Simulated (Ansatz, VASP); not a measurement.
# Ti in VASP and in Ansatz

```
Ti
1.0
     4.56802    0.00000    0.00000
    -2.28401    3.95602    0.00000
     0.00000    0.00000    2.73983
Ti
3
Cartesian
  0.0000 0.0000 0.0000
  0.0000 2.6373 1.3699
  2.2840 1.3187 1.3699
```

Change from the starting cell: strain along c alone, the other axes held, atoms relaxed: -3.0 %.

Alike in both runs: task single point; functional r2SCAN; k mesh 12 × 12 × 18; occupations gaussian, width 0.1 eV; no spin polarisation.

|  | VASP | Ansatz |
| --- | --- | --- |
| version | VASP 6.6.1 | Ansatz 0.2.0 |
| potentials or method | VASP PAW PBE potentials, release 64 (Ti_sv), cutoff 520 eV | scalar-relativistic, plane waves, PAW |
| valence electrons in the cell | 36 | 36 |

|  | VASP | Ansatz | Ansatz less VASP |
| --- | --- | --- | --- |
| gap on the k mesh at the Fermi level (eV) | none | none | - |
| pressure (GPa) | 4.5 | 4.1 | -0.49 |
| traceless stress, the component that is largest in VASP (GPa) | 4.74 | 4.76 | +0.017 |

VASP's potentials were made for PBE, not for r2SCAN. A gap of «none» marks a metal or a gap that the smearing closes.
